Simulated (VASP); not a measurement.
# SnO2 (Pnnm) in VASP: notebook

The runs below take SnO2 through single point, with PBEsol.

All numbers are computed with VASP 6.6.1; they aren't measurements. Logs are shortened: lines on timing, memory, paths and dates and some standing lists are left out, and cuts for length are marked.

## (1) The cell of the first run

The typed cell holds 6 atoms: a = 4.769 Å, b = 4.770 Å, c = 3.405 Å, α = 90.00°, β = 90.00°, γ = 90.00°.

## (2) Single point, PBEsol (strain along c alone, the other axes held: +6.0 %, then relaxed in part)

INCAR reads:

```
PREC = Accurate
ENCUT = 520
EDIFF = 1E-6
ISMEAR = 0
SIGMA = 0.02
LREAL = F
LASPH = T
NELM = 60
ALGO = Normal
ISIF = 2
LWAVE = F
LCHARG = F
GGA = PS
NBANDS = 35
```

KPOINTS reads:

```
regular mesh
0
Gamma
  6 6 8
```

POSCAR reads:

```
SnO2
1.0
    4.7686576438      0.0000000000      0.0000000000
    0.0000000000      4.7700658055      0.0000000000
    0.0000000000      0.0000000000      3.4046978898
Sn O
2 4
Direct
    0.5000000000      0.5000000000      0.5000000000
    0.0000000000      0.0000000000      0.0000000000
    0.3079052865      0.3079495674      0.0000000000
    0.8079052865      0.1920504326      0.5000000000
    0.1920947135      0.8079495674      0.5000000000
    0.6920947135      0.6920504326      0.0000000000
```

Potentials or basis: VASP PAW PBE potentials, release 64 (Sn_d, O).

Launch:

```sh
> cat potpaw_PBE.64/Sn_d/POTCAR potpaw_PBE.64/O/POTCAR > POTCAR
> mpirun -np 1 vasp_std > vasp.out
```

OUTCAR:

```text
PREC = Accurate
   ENCUT = 520
   EDIFF = 1E-6
   ISMEAR = 0
   LREAL = F
   LASPH = T
   NELM = 60
   ISIF = 2
   GGA = PS

 ion  position               nearest neighbor table
   1  0.500  0.500  0.500-   4 2.08   5 2.08   3 2.14   6 2.14   3 2.14   6 2.14
   2  0.000  0.000  0.000-   3 2.08   6 2.08   5 2.14   4 2.14   4 2.14   5 2.14
   3  0.308  0.308  0.000-   2 2.08   1 2.14   1 2.14
   4  0.808  0.192  0.500-   1 2.08   2 2.14   2 2.14
   5  0.192  0.808  0.500-   1 2.08   2 2.14   2 2.14
   6  0.692  0.692  0.000-   2 2.08   1 2.14   1 2.14

  LATTYP: Found a simple orthorhombic cell.
 ALAT       =     3.4046978898
 B/A-ratio  =     1.4006110962
 C/A-ratio  =     1.4010246900

  Lattice vectors:

 A1 = (   0.0000000000,   0.0000000000,   3.4046978898)
 A2 = (   4.7686576438,   0.0000000000,   0.0000000000)
 A3 = (   0.0000000000,   4.7700658055,   0.0000000000)

Analysis of symmetry for initial positions (statically):
=====================================================================
 Subroutine PRICEL returns:
 Original cell was already a primitive cell.

 Routine SETGRP: Setting up the symmetry group for a
 simple orthorhombic supercell.

 Subroutine GETGRP returns: Found  8 space group operations
 (whereof  4 operations were pure point group operations)
 out of a pool of  8 trial point group operations.

The static configuration has the point symmetry C_2h.
 The point group associated with its full space group is D_2h.

Analysis of symmetry for dynamics (positions and initial velocities):
=====================================================================
 Subroutine PRICEL returns:
 Original cell was already a primitive cell.

 Routine SETGRP: Setting up the symmetry group for a
 simple orthorhombic supercell.

 Subroutine GETGRP returns: Found  8 space group operations
 (whereof  4 operations were pure point group operations)
 out of a pool of  8 trial point group operations.

The dynamic configuration has the point symmetry C_2h.
 The point group associated with its full space group is D_2h.

 Subroutine INISYM returns: Found  8 space group operations
 (whereof  4 operations are pure point group operations),
 and found     1 'primitive' translations

----------------------------------------------------------------------------------------

                                     Primitive cell

  volume of cell :      77.4460

  direct lattice vectors                    reciprocal lattice vectors
[... 94 lines left out ...]
   NELM   =     60;   NELMIN=  2; NELMDL= -5     # of ELM steps
   EDIFF  = 0.1E-05   stopping-criterion for ELM
   LREAL  =      F    real-space projection
   EDIFFG = 0.1E-04   stopping-criterion for IOM
   NSW    =      0    number of steps for IOM
   IBRION =     -1    ionic relax: 0-MD 1-quasi-New 2-CG
   NFREE  =      0    steps in history (QN), initial steepest desc. (CG)
   ISIF   =      2    stress and relaxation
   ISYM   =      2    0-nonsym 1-usesym 2-fastsym
   POTIM  = 0.5000    time-step for ionic-motion
   TEBEG  =    0.0;   TEEND  =   0.0 temperature during run
   PSTRESS=    0.0 pullay stress
   NELECT =      52.0000    total number of electrons
   NUPDOWN=      -1.0000    fix difference up-down
   EMIN   =  10.00;   EMAX   =-10.00  energy-range for DOS
   EFERMI =   0.00;   METHOD = LEGACY
   ISMEAR =     0;   SIGMA  =   0.02  broadening in eV -4-tet -1-fermi 0-gaus
   EFERMI_NEDOS =   21; number of points for ismear=-14 and -15
   IALGO  =     38    algorithm
   IMIX   =      4    mixing-type and parameters
     AMIX     =   0.40;   BMIX     =  1.00
     AMIX_MAG =   1.60;   BMIX_MAG =  1.00
  volume/ion in A,a.u.               =      12.91        87.11
  Fermi-wavevector in a.u.,A,eV,Ry     =   1.433539  2.708996 27.960445  2.055035
  Thomas-Fermi vector in A             =   2.553046
   LORBIT       =      0    0 simple, 1 ext, 2 COOP (PROOUT), +10 PAW based schemes
   GGA     = PS    functional components
   LHFCALC =     F    Hartree Fock is set to
   AEXX    =    0.0000 exact exchange contribution
   IVDW    =     0    specifies the selected vdW correction
   LEPSILON=     F    determine dielectric tensor
   LRPA    =     F    only Hartree local field effects (RPA)
 non-spin polarized calculation
 Gauss-broadening in eV      SIGMA  =   0.02
  energy-cutoff  :      520.00
  volume of cell :       77.45
 maximum number of plane-waves:      2120
 NGX is ok and might be reduce to    36
   NGX = 17   NGY = 17   NGZ = 13

 number of electron      52.0000004 magnetization

 Free energy of the ion-electron system (eV)
  ---------------------------------------------------
  ext. energy  EPLUGINS =         0.00000000
  ---------------------------------------------------
  free energy    TOTEN  =       -39.40677989 eV

  energy without entropy =      -39.40677987  energy(sigma->0) =      -39.40677988

 E-fermi :   5.1791     XC(G=0): -11.1445

 val. band max:        5.1217289555   @ k =   0.0000   0.0000   0.0000
 cond. band min:       5.2363732367   @ k =   0.0000   0.0000   0.0000
 fundamental gap:      0.1146442812
 Fermi energy:         5.1790515901

 k-point     1 :       0.0000    0.0000    0.0000
  band No.  band energies     occupation
      1     -15.7637      2.00000
      2     -15.0939      2.00000
      3     -15.0211      2.00000
      4     -14.9920      2.00000
      5     -14.9920      2.00000
      6     -14.9898      2.00000
[... 901 lines left out ...]
     34      16.4296      0.00000
     35      17.1872      0.00000

 [... further k-points ...]
[... 5 lines left out ...]
  --------------------------------------------------------------------------------------
  -------------------------------------------------------------------------------------
  Total       -3.3268103     -3.3367425     -9.1828199      0.0000000      0.0000000      0.0000000
  in kB      -68.8239381    -69.0294128   -189.9711062      0.0000000      0.0000000      0.0000000
  external PRESSURE =    -109.2748190 kB  Pullay stress =       0.0000000 kB

 VOLUME and BASIS-vectors are now :
 -----------------------------------------------------------------------------
  energy-cutoff  :      520.00
  volume of cell :       77.45
      direct lattice vectors                 reciprocal lattice vectors
     4.768657644  0.000000000  0.000000000     0.209702620  0.000000000  0.000000000
     0.000000000  4.770065805  0.000000000     0.000000000  0.209640714  0.000000000
     0.000000000  0.000000000  3.404697890     0.000000000  0.000000000  0.293711816

 POSITION                                       TOTAL-FORCE (eV/Angst)
 -----------------------------------------------------------------------------------
      2.38433      2.38503      1.70235         0.000000      0.000000      0.000000
      0.00000      0.00000      0.00000         0.000000      0.000000      0.000000
      1.46829      1.46894      0.00000         0.000103      0.000025      0.000000
      3.85262      0.91609      1.70235         0.000103     -0.000025      0.000000
      0.91603      3.85397      1.70235        -0.000103      0.000025      0.000000
      3.30036      3.30113      0.00000        -0.000103     -0.000025     -0.000000
 -----------------------------------------------------------------------------------
    total drift:                                0.000000      0.000000     -0.000000

  FREE ENERGIE OF THE ION-ELECTRON SYSTEM (eV)
  ---------------------------------------------------
  free  energy   TOTEN  =       -39.4067798932 eV

  energy  without entropy=      -39.4067798720  energy(sigma->0) =      -39.40677988
```

Run time: 5.4 min. Hardware: 1 thread of Intel Xeon 8259CL, shared host; peak memory 0.3 GiB.

Results:

| Quantity | Value |
| --- | --- |
| Free energy | -39.4068 eV |
| Pressure | -10.9 GPa |
| Band gap on the k mesh | 0.11 eV |

Stress tensor (GPa, compression positive):
```
 -6.88   0.00   0.00
  0.00  -6.90   0.00
  0.00   0.00 -19.00
```

Levels at points of the mesh, in eV from the valence-band top:
```tsv
k point	band 24	band 25	band 26	band 27	band 28	band 29
(0.00, 0.00, 0.00)	-0.65	-0.65	0.00	0.11	4.81	5.39
(0.50, 0.00, 0.00)	-1.31	-0.55	-0.55	3.50	3.50	6.09
(0.00, 0.50, 0.00)	-1.30	-0.55	-0.55	3.50	3.50	6.09
(0.50, 0.50, 0.00)	-1.47	-0.70	-0.70	3.71	3.71	6.58
(0.00, 0.00, 0.50)	-1.50	-1.13	-1.13	5.15	5.15	9.13
(0.50, 0.00, 0.50)	-0.92	-0.64	-0.64	5.48	5.48	7.50
(0.00, 0.50, 0.50)	-0.92	-0.64	-0.64	5.48	5.48	7.50
(0.50, 0.50, 0.50)	-0.85	-0.65	-0.65	4.06	4.06	8.32
```

Caveat: the cell differs from its parent crystal (strain along c alone, the other axes held: +6.0 %, then relaxed in part); the stress differs along the axes, from -19 to -7 GPa; semilocal functionals underestimate gaps, and a narrow one can read as zero; the PAW data sets were made with another functional, which shifts forces and pressure a little; spin-orbit coupling is left out, which moves the levels of the heavy elements.

## (3) Single point, PBEsol

INCAR reads:

```
SYSTEM = SnO2
  PREC = Accurate
  ENCUT = 520
  EDIFF = 1E-6
  ISMEAR = 0
  SIGMA = 0.02
  LREAL = .False.
  LASPH = .True.
  NELM = 80
  ALGO = Normal
  ISIF = 2
  LWAVE = .False.
  LCHARG = .True.
  GGA = PS
  LELF = .True.
  LVHAR = .True.
  NBANDS = 35
```

KPOINTS reads:

```
regular mesh
0
Gamma
  6 6 8
  0 0 0
```

POSCAR is that of step 2.

Potentials or basis: VASP PAW PBE potentials, release 64 (Sn_d, O).

Launch:

```sh
> cat potpaw_PBE.64/Sn_d/POTCAR potpaw_PBE.64/O/POTCAR > POTCAR
> mpirun -np 1 vasp_std > vasp.out
```

Wall time 5.1 min (1 thread of Intel Xeon 8259CL, shared host); peak memory 0.3 GiB.

The run converged. Its results:

```
Free energy            : -39.4068 eV
Pressure               : -10.9 GPa
Band gap on the k mesh : 0.11 eV
```

Stress tensor (GPa, compression positive):
```
 -6.88   0.00   0.00
  0.00  -6.90   0.00
  0.00   0.00 -19.00
```

Levels at points of the mesh, in eV from the valence-band top:
```
           k point  band 24  band 25  band 26  band 27  band 28  band 29
(0.00, 0.00, 0.00)    -0.65    -0.65     0.00     0.11     4.81     5.39
(0.50, 0.00, 0.00)    -1.31    -0.55    -0.55     3.50     3.50     6.09
(0.00, 0.50, 0.00)    -1.30    -0.55    -0.55     3.50     3.50     6.09
(0.50, 0.50, 0.00)    -1.47    -0.70    -0.70     3.71     3.71     6.58
(0.00, 0.00, 0.50)    -1.50    -1.13    -1.13     5.15     5.15     9.13
(0.50, 0.00, 0.50)    -0.92    -0.64    -0.64     5.48     5.48     7.50
(0.00, 0.50, 0.50)    -0.92    -0.64    -0.64     5.48     5.48     7.50
(0.50, 0.50, 0.50)    -0.85    -0.65    -0.65     4.06     4.06     8.32
```

Caveat: the stress differs along the axes, from -19 to -7 GPa; semilocal functionals underestimate gaps, and a narrow one can read as zero; the PAW data sets were made with another functional, which shifts forces and pressure a little; spin-orbit coupling is left out, which moves the levels of the heavy elements.

[end of part 1 of 2]
